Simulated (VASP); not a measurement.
A run of VASP 6.6.1 is set up as follows.

File INCAR:

```
ALGO = Normal ; EDIFF = 1E-6
ENCUT = 520 ; GGA = CA
ISIF = 2 ; ISMEAR = -1
LASPH = T ; LCHARG = T
LELF = T ; LREAL = F
LVHAR = T ; LWAVE = F
NBANDS = 10 ; NELM = 100
PREC = Accurate ; SIGMA = 0.05
```

KPOINTS

```
k-points
0
Gamma
  7 7 7
```

The input POSCAR:

```
Rb
1.0
   -2.7452900697      2.7452900697      2.7452900697
    2.7452900697     -2.7452900697      2.7452900697
    2.7452900697      2.7452900697     -2.7452900697
Rb
1
Direct
    0.0000000000      0.0000000000      0.0000000000
```

Potentials or basis: VASP PAW LDA potentials, release 64 (Rb_sv).

The run is started by

```console
$ cat potpaw_LDA.64/Rb_sv/POTCAR > POTCAR
$ mpirun -np 1 vasp_std > vasp.out
```

Q: Estimate the pressure.

A: -0.2 GPa.
